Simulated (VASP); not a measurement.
# Al (P6_3/mmc) in VASP: a series of runs

Al is run at these levels: PBEsol+D3(BJ); tasks: single point.

All numbers are computed with VASP 6.6.1; they aren't measurements. Logs are shortened: lines on timing, memory, paths and dates and some standing lists are left out, and cuts for length are marked.

**1. The cell of the first run**

It takes space group P6_3/mmc (No. 194, hexagonal). The conventional cell has a = 2.735 Å, b = 2.735 Å, c = 10.516 Å, α = 90.00°, β = 90.00°, γ = 120.00°. Within 3.6 Å of Al (site symmetry -3m) lie 12 Al at 2.74 to 3.07 Å. Al (site symmetry -6m2) has 12 Al at 2.74 to 3.07 Å within 3.6 Å.

**2. Single point, PBEsol+D3(BJ)**

Contents of INCAR:

```
SYSTEM = Al
PREC     = Accurate       ! precision mode
ENCUT    = 520            ! plane-wave cutoff, eV
EDIFF    = 1E-7           ! SCF threshold, eV
ISMEAR   = 0              ! smearing method
SIGMA    = 0.15           ! smearing width, eV
LREAL    = .FALSE.        ! projectors in reciprocal space
LASPH    = .TRUE.         ! aspherical terms in the spheres
NELM     = 60             ! most SCF steps
ALGO     = Fast           ! electronic algorithm
ISIF     = 2              ! what is computed and relaxed
LWAVE    = .FALSE.        ! write WAVECAR
LCHARG   = .TRUE.         ! write CHGCAR
GGA      = PS             ! functional
IVDW     = 12             ! dispersion correction
LELF     = .TRUE.         ! ELF
LVHAR    = .TRUE.       
NBANDS   = 14             ! bands
```

Contents of KPOINTS:

```
regular mesh
0
G
  18 18 6
  0 0 0
```

Contents of POSCAR:

```
Al
1.0
    2.7354000000      0.0000000000      0.0000000000
   -1.3677000000      2.3689258895      0.0000000000
    0.0000000000      0.0000000000     10.5157000000
Al
4
Direct
    0.0000000000      0.0000000000      0.0000000000
    0.3333333333      0.6666666667      0.2500000000
    0.0000000000      0.0000000000      0.5000000000
    0.6666666667      0.3333333333      0.7500000000
```

Potentials or basis: VASP PAW PBE potentials, release 64 (Al).

The run is started by

```console
cat potpaw_PBE.64/Al/POTCAR > POTCAR
mpirun -np 1 vasp_std > vasp.out
```

OUTCAR:

```text
SYSTEM = Al
   PREC = Accurate
   ENCUT = 520
   EDIFF = 1E-7
   ISMEAR = 0
   LREAL = .FALSE.
   LASPH = .TRUE.
   NELM = 60
   ISIF = 2
   GGA = PS
   IVDW = 12
 IVDW          = 12

 ion  position               nearest neighbor table
   1  0.000  0.000  0.000-   2 3.07   4 3.07   2 3.07   4 3.07   4 3.07   2 3.07
   2  0.333  0.667  0.250-   1 3.07   3 3.07   1 3.07   3 3.07   1 3.07   3 3.07
   3  0.000  0.000  0.500-   2 3.07   4 3.07   2 3.07   4 3.07   4 3.07   2 3.07
   4  0.667  0.333  0.750-   1 3.07   3 3.07   1 3.07   3 3.07   1 3.07   3 3.07

  LATTYP: Found a hexagonal cell.
 ALAT       =     2.7354000000
 C/A-ratio  =     3.8443006507

  Lattice vectors:

 A1 = (   2.7354000000,   0.0000000000,   0.0000000000)
 A2 = (  -1.3677000000,   2.3689258895,   0.0000000000)
 A3 = (   0.0000000000,   0.0000000000,  10.5157000000)

Analysis of symmetry for initial positions (statically):
=====================================================================
 Subroutine PRICEL returns:
 Original cell was already a primitive cell.

 Routine SETGRP: Setting up the symmetry group for a
 hexagonal supercell.

 Subroutine GETGRP returns: Found 24 space group operations
 (whereof 12 operations were pure point group operations)
 out of a pool of 24 trial point group operations.

The static configuration has the point symmetry D_3d.
 The point group associated with its full space group is D_6h.

Analysis of symmetry for dynamics (positions and initial velocities):
=====================================================================
 Subroutine PRICEL returns:
 Original cell was already a primitive cell.

 Routine SETGRP: Setting up the symmetry group for a
 hexagonal supercell.

 Subroutine GETGRP returns: Found 24 space group operations
 (whereof 12 operations were pure point group operations)
 out of a pool of 24 trial point group operations.

The dynamic configuration has the point symmetry D_3d.
 The point group associated with its full space group is D_6h.

 Subroutine INISYM returns: Found 24 space group operations
 (whereof 12 operations are pure point group operations),
 and found     1 'primitive' translations

----------------------------------------------------------------------------------------

                                     Primitive cell

  volume of cell :      68.1413

[... 104 lines left out ...]
   NUPDOWN=      -1.0000    fix difference up-down
   EMIN   =  10.00;   EMAX   =-10.00  energy-range for DOS
   EFERMI =   0.00;   METHOD = LEGACY
   ISMEAR =     0;   SIGMA  =   0.15  broadening in eV -4-tet -1-fermi 0-gaus
   EFERMI_NEDOS =   21; number of points for ismear=-14 and -15
   IALGO  =     68    algorithm
   IMIX   =      4    mixing-type and parameters
     AMIX     =   0.40;   BMIX     =  1.00
     AMIX_MAG =   1.60;   BMIX_MAG =  1.00
  volume/ion in A,a.u.               =      17.04       114.96
  Fermi-wavevector in a.u.,A,eV,Ry     =   0.917625  1.734059 11.456582  0.842035
  Thomas-Fermi vector in A             =   2.042615
   LORBIT       =      0    0 simple, 1 ext, 2 COOP (PROOUT), +10 PAW based schemes
   GGA     = PS    functional components
   LHFCALC =     F    Hartree Fock is set to
   AEXX    =    0.0000 exact exchange contribution
   IVDW    =    12    specifies the selected vdW correction
   LEPSILON=     F    determine dielectric tensor
   LRPA    =     F    only Hartree local field effects (RPA)
 non-spin polarized calculation
 RMM-DIIS sequential band-by-band and
 Gauss-broadening in eV      SIGMA  =   0.15
  energy-cutoff  :      520.00
  volume of cell :       68.14
 maximum number of plane-waves:      1854
   NGX = 11   NGY = 11   NGZ = 39

 number of electron      12.0000000 magnetization

 Free energy of the ion-electron system (eV)
  ---------------------------------------------------
  ext. energy  EPLUGINS =         0.00000000
  ---------------------------------------------------
  free energy    TOTEN  =       -16.06536362 eV

  energy without entropy =      -16.04461036  energy(sigma->0) =      -16.05498699

 E-fermi :   7.5372     XC(G=0): -10.1254

 val. band max:        7.5250924494   @ k =   0.3333   0.1111   0.1667
 cond. band min:       7.5511754673   @ k =   0.2778   0.2222   0.1667
 fundamental gap:      0.0260830179
 Fermi energy:         7.5372152671

 k-point     1 :       0.0000    0.0000    0.0000
  band No.  band energies     occupation
      1      -3.3203      2.00000
      2      -2.0030      2.00000
      3      -1.9995      2.00000
      4       1.4060      2.00000
      5       2.4888      2.00000
      6       8.3030      0.00000
      7       8.3060      0.00000
      8      16.6049      0.00000
      9      16.6792      0.00000
     10      20.4463      0.00000
     11      20.4464      0.00000
     12      20.5057      0.00000
     13      20.5057      0.00000
     14      21.1515      0.00000
[... 377 lines left out ...]
      1       2.0153      2.00000
      2       3.2609      2.00000
      3       3.2622      2.00000
      4       4.7265      2.00000
      5       5.9769      2.00000
      6       6.1151      2.00000
      7       6.9511      2.00000
      8       7.6624      0.23806
      9       9.3146      0.00000
     10      10.4195      0.00000
     11      11.8202      0.00000
     12      12.5362      0.00000
     13      13.0177      0.00000
     14      13.6591      0.00000

 [... further k-points ...]

------------------------ aborting loop because EDIFF is reached ----------------------------------------

 Edisp (eV)   -1.22785

 E8    (eV) :    -0.8265

  FORCE on cell =-STRESS in cart. coord.  units (eV):
  Direction    XX          YY          ZZ          XY          YZ          ZX
  --------------------------------------------------------------------------------------
  -------------------------------------------------------------------------------------
  Total      -0.08795    -0.08795    -4.66044     0.00000     0.00000     0.00000
  in kB      -2.06802    -2.06802  -109.57900     0.00000     0.00000     0.00000
  external pressure =      -37.91 kB  Pullay stress =        0.00 kB

 VOLUME and BASIS-vectors are now :
 -----------------------------------------------------------------------------
  energy-cutoff  :      520.00
  volume of cell :       68.14
      direct lattice vectors                 reciprocal lattice vectors
     2.735400000  0.000000000  0.000000000     0.365577246  0.211066122  0.000000000
    -1.367700000  2.368925889  0.000000000     0.000000000  0.422132243  0.000000000
     0.000000000  0.000000000 10.515700000     0.000000000  0.000000000  0.095095904

 POSITION                                       TOTAL-FORCE (eV/Angst)
 -----------------------------------------------------------------------------------
      0.00000      0.00000      0.00000         0.000000      0.000000     -0.000000
     -0.00000      1.57928      2.62893        -0.000000      0.000000      0.000000
      0.00000      0.00000      5.25785         0.000000      0.000000     -0.000000
      1.36770      0.78964      7.88678         0.000000     -0.000000      0.000000
 -----------------------------------------------------------------------------------
    total drift:                               -0.000000      0.000000     -0.000000

  FREE ENERGIE OF THE ION-ELECTRON SYSTEM (eV)
  ---------------------------------------------------
  free  energy   TOTEN  =       -17.2932135528 eV

  energy  without entropy=      -17.2724602957  energy(sigma->0) =      -17.28283692
```

stdout:

```text
POSCAR found type information on POSCAR Al
 POSCAR found :  1 types and       4 ions
 scaLAPACK will be used
 -----------------------------------------------------------------------------
|                                                                             |
|                                                                             |
|     You enforced a specific xc type in the INCAR file but a different       |
|     I HOPE YOU KNOW WHAT YOU ARE DOING!                                     |
|                                                                             |
 -----------------------------------------------------------------------------

 LDA part: xc-table for (Slater+PW92), standard interpolation
 POSCAR, INCAR and KPOINTS ok, starting setup
 FFT: planning ... GRIDC
 FFT: planning ... GRID_SOFT
 FFT: planning ... GRID
 WAVECAR not read
 entering main loop
```

Run time: 60 s. Hardware: 1 thread of Intel Xeon 6975P-C (Granite Rapids), shared host; peak memory 0.24 GiB.

Results:

* Free energy: -17.2932 eV
* Pressure: -3.8 GPa
* Band gap on the k mesh: zero (band 6 reaches 10.06 eV, above the bottom of band 7 at 6.35 eV)
* Dispersion energy per atom: -0.307 eV

Levels at points of the mesh, in eV from the Fermi level:
| k point | band 2 | band 3 | band 4 | band 5 | band 6 | band 7 | band 8 | band 9 | band 10 | band 11 |
| --- | --- | --- | --- | --- | --- | --- | --- | --- | --- | --- |
| (0.00, 0.00, 0.00) | -9.54 | -9.54 | -6.13 | -5.05 | 0.77 | 0.77 | 9.07 | 9.14 | 12.91 | 12.91 |
| (0.50, 0.00, 0.00) | -4.44 | -3.52 | -3.47 | -2.82 | -2.75 | 0.07 | 0.50 | 1.01 | 1.38 | 6.57 |
| (0.00, 0.00, 0.50) | -10.53 | -7.92 | -7.92 | -2.66 | -2.66 | 4.73 | 4.73 | 13.08 | 13.08 | 13.09 |
| (0.50, 0.00, 0.50) | -4.23 | -4.06 | -4.06 | -1.81 | -1.81 | -1.19 | -1.19 | 3.29 | 3.29 | 3.77 |

Caveat: the PAW data sets were made with another functional, which shifts forces and pressure a little; pairwise dispersion overbinds metals, which lowers pressure and volume.

**3. Single point, PBEsol+D3(BJ)**

This run uses another cell than the first one, of 17.10 Å³/atom, 1.004 times its volume.

Contents of INCAR:

```
ALGO = Fast ; EDIFF = 1E-6
ENCUT = 520 ; GGA = PS
ISIF = 2 ; ISMEAR = 0
IVDW = 12 ; LASPH = T
LCHARG = T ; LELF = T
LREAL = F ; LVHAR = T
LWAVE = F ; NBANDS = 14
NELM = 100 ; PREC = Accurate
SIGMA = 0.15
```

Contents of KPOINTS:

```
k-points
0
Gamma
  18 18 6
```

Contents of POSCAR:

```
Al
1.0
    2.9315000000      0.0000000000      0.0000000000
   -1.4657500000      2.5387534712      0.0000000000
    0.0000000000      0.0000000000      9.1920208392
Al
4
Direct
    0.0000000000      0.0000000000      0.0000000000
    0.3333333333      0.6666666667      0.2500000000
    0.0000000000      0.0000000000      0.5000000000
    0.6666666667      0.3333333333      0.7500000000
```

Potentials or basis: VASP PAW PBE potentials, release 64 (Al).

The run is started by

```console
cat potpaw_PBE.64/Al/POTCAR > POTCAR
mpirun -np 1 vasp_std > vasp.out
```

Run time: 43 s. Hardware: 1 thread of Intel Xeon 6975P-C (Granite Rapids), shared host; peak memory 0.26 GiB.

The run converged. Its results:

```
Free energy                : -17.4876 eV
Pressure                   : -6.5 GPa
Band gap on the k mesh     : zero (band 6 reaches 11.94 eV, above the bottom of band 7 at 5.95 eV)
Dispersion energy per atom : -0.306 eV
```

Stress tensor (GPa, compression positive):
```
-7.30  0.00  0.00
 0.00 -7.30  0.00
 0.00  0.00 -4.82
```

Levels at points of the mesh, in eV from the Fermi level:
```
           k point  band 4  band 5  band 6  band 7  band 8  band 9
(0.00, 0.00, 0.00)   -4.23   -3.83    4.11    4.13    9.73    9.73
(0.50, 0.00, 0.00)   -3.75   -3.41   -3.24    0.89    1.38    1.59
(0.00, 0.00, 0.50)   -7.00   -0.30   -0.30    9.06    9.06   10.04
(0.50, 0.00, 0.50)   -4.75   -1.78   -1.78   -1.14   -1.14    4.85
```

Caveat: the PAW data sets were made with another functional, which shifts forces and pressure a little; pairwise dispersion overbinds metals, which lowers pressure and volume.

**4. Single point, PBEsol+D3(BJ)**

This run uses another cell than the first one, of 10.59 Å³/atom, 0.621 times its volume.

Contents of INCAR:

```
SYSTEM = Al
PREC = Accurate
ENCUT = 520
EDIFF = 1E-6
ISMEAR = 0
SIGMA = 0.15
LREAL = .False.
LASPH = .True.
NELM = 60
ALGO = Fast
ISIF = 2
LWAVE = .False.
LCHARG = .False.
GGA = PS
IVDW = 12
NBANDS = 14
```

Contents of KPOINTS:

```
regular mesh
0
Gamma
  18 18 6
  0 0 0
```

Contents of POSCAR:

```
Al
1.0
    2.6047000000      0.0000000000      0.0000000000
   -1.3023500000      2.2557363693      0.0000000000
    0.0000000000      0.0000000000      7.2065000000
Al
4
Direct
    0.0000000000      0.0000000000      0.0000000000
    0.3333333333      0.6666666667      0.2500000000
    0.0000000000      0.0000000000      0.5000000000
    0.6666666667      0.3333333333      0.7500000000
```

The run is started by

```console
cat potpaw_PBE.64/Al/POTCAR > POTCAR
mpirun -np 1 vasp_std > vasp.out
```

Run time: 42 s. Hardware: 1 thread of AMD EPYC 9R45 (Zen 5), shared host; peak memory 0.17 GiB.

Results (log left out):

```yaml
Free_energy: -13.1369 eV
Pressure: 86.0 GPa
Band_gap_on_the_k_mesh: zero (band 6 reaches 21.68 eV, above the bottom of band 7 at 11.08 eV)
Dispersion_energy_per_atom: -0.497 eV
```

Stress tensor (GPa, compression positive):
```
 66.53   0.00   0.00
  0.00  66.53   0.00
  0.00   0.00 124.93
```

Levels at points of the mesh, in eV from the Fermi level:
| k point | band 4 | band 5 | band 6 | band 7 | band 8 | band 9 |
| --- | --- | --- | --- | --- | --- | --- |
| (0.00, 0.00, 0.00) | -4.57 | -2.63 | 8.38 | 8.62 | 11.12 | 11.12 |
| (0.50, 0.00, 0.00) | -5.39 | -4.14 | -4.06 | 1.60 | 1.70 | 2.97 |
| (0.00, 0.00, 0.50) | -8.26 | 2.10 | 2.10 | 11.39 | 11.39 | 11.39 |
| (0.50, 0.00, 0.50) | -6.63 | -1.91 | -1.91 | -1.19 | -1.19 | 5.56 |

Caveat: the PAW data sets were made with another functional, which shifts forces and pressure a little; pairwise dispersion overbinds metals, which lowers pressure and volume.

**5. Single point, PBEsol+D3(BJ)**

This run uses another cell than the first one, of 11.12 Å³/atom, 0.653 times its volume.

Contents of INCAR:

```
SYSTEM = Al
PREC = Accurate
ENCUT = 520
EDIFF = 1E-6
ISMEAR = 0
SIGMA = 0.15
LREAL = .FALSE.
LASPH = .TRUE.
NELM = 60
ALGO = Normal
ISIF = 2
LWAVE = .FALSE.
LCHARG = .TRUE.
GGA = PS
IVDW = 12
LELF = .TRUE.
LVHAR = .TRUE.
NBANDS = 14
```

Contents of KPOINTS:

```
Automatic mesh
0
G
  18 18 6
  0 0 0
```

POSCAR, as its differences from that of step 4:

```diff
@@ -2,4 +2,4 @@
 1.0
-    2.6047000000      0.0000000000      0.0000000000
-   -1.3023500000      2.2557363693      0.0000000000
+    2.6701000000      0.0000000000      0.0000000000
+   -1.3350500000      2.3123744307      0.0000000000
     0.0000000000      0.0000000000      7.2065000000
```

The run is started by

```console
cat potpaw_PBE.64/Al/POTCAR > POTCAR
mpirun -np 1 vasp_std > vasp.out
```

Run time: 34 s. Hardware: 1 thread of AMD EPYC 9R45 (Zen 5), shared host; peak memory 0.18 GiB.

Results (log left out):

* Free energy: -13.9220 eV
* Pressure: 70.6 GPa
* Band gap on the k mesh: zero (band 6 reaches 21.33 eV, above the bottom of band 7 at 10.35 eV)
* Dispersion energy per atom: -0.473 eV

Stress tensor (GPa, compression positive):
```
 51.02   0.00   0.00
  0.00  51.02   0.00
  0.00   0.00 109.70
```

Levels at points of the mesh, in eV from the Fermi level:
```csv
k point,band 3,band 4,band 5,band 6,band 7,band 8,band 9,band 10
"(0.00, 0.00, 0.00)",-11.17,-4.12,-2.19,8.76,9.08,10.50,10.50,10.53
"(0.50, 0.00, 0.00)",-5.27,-5.25,-4.03,-4.02,1.74,1.92,3.04,4.17
"(0.00, 0.00, 0.50)",-7.83,-7.83,2.56,2.56,10.79,10.79,10.79,10.79
"(0.50, 0.00, 0.50)",-6.56,-6.56,-1.80,-1.80,-1.04,-1.04,5.53,5.53
```

Caveat: the PAW data sets were made with another functional, which shifts forces and pressure a little; pairwise dispersion overbinds metals, which lowers pressure and volume.

**6. Single point, PBEsol+D3(BJ)**

This run uses another cell than the first one, of 17.25 Å³/atom, 1.013 times its volume.

Contents of INCAR:

```
SYSTEM = Al
PREC     = Accurate       ! precision mode
ENCUT    = 520            ! plane-wave cutoff, eV
EDIFF    = 1E-6           ! SCF threshold, eV
ISMEAR   = 0              ! smearing method
SIGMA    = 0.15           ! smearing width, eV
LREAL    = .FALSE.        ! projectors in reciprocal space
LASPH    = .TRUE.         ! aspherical terms in the spheres
NELM     = 100            ! most SCF steps
ALGO     = Fast           ! electronic algorithm
ISIF     = 2              ! what is computed and relaxed
LWAVE    = .FALSE.        ! write WAVECAR
LCHARG   = .FALSE.        ! write CHGCAR
GGA      = PS             ! functional
IVDW     = 12             ! dispersion correction
NBANDS   = 14             ! bands
```

KPOINTS is that of step 5.

POSCAR, as its differences from that of step 5:

```diff
@@ -4,3 +4,3 @@
    -1.3350500000      2.3123744307      0.0000000000
-    0.0000000000      0.0000000000      7.2065000000
+    0.0000000000      0.0000000000     11.1775000000
 Al
```

Potentials or basis: VASP PAW PBE potentials, release 64 (Al).

The run is started by

```console
cat potpaw_PBE.64/Al/POTCAR > POTCAR
mpirun -np 1 vasp_std > vasp.out
```

It took 65 s on 1 thread of AMD EPYC 9R45 (Zen 5), shared host; peak memory 0.22 GiB.

The run converged. Its results:

```yaml
Free_energy: -16.9466 eV
Pressure: -1.3 GPa
Band_gap_on_the_k_mesh: zero (band 6 reaches 9.46 eV, above the bottom of band 7 at 6.22 eV)
Dispersion_energy_per_atom: -0.303 eV
```

Stress tensor (GPa, compression positive):
```
  4.24   0.00   0.00
  0.00   4.24   0.00
  0.00   0.00 -12.50
```

Levels at points of the mesh, in eV from the Fermi level:
| k point | band 4 | band 5 | band 6 | band 7 | band 8 | band 9 |
| --- | --- | --- | --- | --- | --- | --- |
| (0.00, 0.00, 0.00) | -6.98 | -5.19 | -0.37 | -0.36 | 6.85 | 7.40 |
| (0.50, 0.00, 0.00) | -3.29 | -2.59 | -2.44 | -0.44 | 0.02 | 1.24 |
| (0.00, 0.00, 0.50) | -8.27 | -3.36 | -3.36 | 3.16 | 3.16 | 11.33 |
| (0.50, 0.00, 0.50) | -3.72 | -1.82 | -1.82 | -1.16 | -1.16 | 2.94 |

Caveat: the PAW data sets were made with another functional, which shifts forces and pressure a little; pairwise dispersion overbinds metals, which lowers pressure and volume.

**7. Summary**

```csv
cell,gap on the mesh (eV),pressure (GPa)
"a = 2.735, b = 2.735, c = 10.516 Å, angles 90.0, 90.0, 120.0°, 4 atoms",none,-3.8
"a = 2.932, b = 2.932, c = 9.192 Å, angles 90.0, 90.0, 120.0°, 4 atoms",none,-6.5
"a = 2.605, b = 2.605, c = 7.207 Å, angles 90.0, 90.0, 120.0°, 4 atoms",none,86.0
"a = 2.670, b = 2.670, c = 7.207 Å, angles 90.0, 90.0, 120.0°, 4 atoms",none,70.6
"a = 2.670, b = 2.670, c = 11.178 Å, angles 90.0, 90.0, 120.0°, 4 atoms",none,-1.3
```

Alike in all rows: task single point; level PBEsol+D3(BJ); potentials or basis VASP PAW PBE potentials, release 64 (Al); no spin polarisation; k mesh 18 × 18 × 6; cutoff (eV) 520; smearing gaussian 0.15 eV.

Caveats: the PAW data sets were made with another functional, which shifts forces and pressure a little; pairwise dispersion overbinds metals, which lowers pressure and volume.

Total energies depend on the potentials used, so only differences within one code and one set of settings carry meaning.
